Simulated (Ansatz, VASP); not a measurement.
## Two plane-wave programs on SrCuB5

```
Sr Cu B
1.0
     4.53963    0.00000    0.00000
    -2.26981    3.93143    0.00000
     0.00000    0.00000    5.72351
Sr Cu B
1 1 5
Direct
  0.66667 0.33333 0.69605
  0.00000 0.00000 0.16095
  0.46006 0.92004 0.23069
  0.07996 0.54002 0.23069
  0.45998 0.53994 0.23069
  0.33333 0.66667 0.48026
  0.66667 0.33333 0.19757
```

Alike in both runs: functional PBE; k mesh 6 × 6 × 4; occupations gaussian, width 0.1 eV; no spin polarisation.

Ansatz relaxed the structure, and its values are those at the end. VASP's run is a single point on that final structure, the one shown.

|  | VASP | Ansatz |
| --- | --- | --- |
| version | VASP 6.6.1 | Ansatz 0.2.0 |
| potentials or method | VASP PAW PBE potentials, release 64 (Sr_sv, Cu, B), cutoff 520 eV | scalar-relativistic, plane waves, PAW |
| valence electrons in the cell | 36 | 44 |

|  | VASP | Ansatz | Ansatz less VASP |
| --- | --- | --- | --- |
| gap on the k mesh at the Fermi level (eV) | none | none | - |
| pressure (GPa) | 0.1 | 0.0 | -0.16 |
| rms of the force components (eV/Å) | 0.004 | 0.003 | -0.0002 |

A gap of «none» marks a metal or a gap that the smearing closes. With one functional, cell and mesh, what is left measures potentials, basis and numerics. VASP's potentials hold 36 valence electrons a cell and Ansatz's 44, so a difference there can come from the potentials and not from the codes.
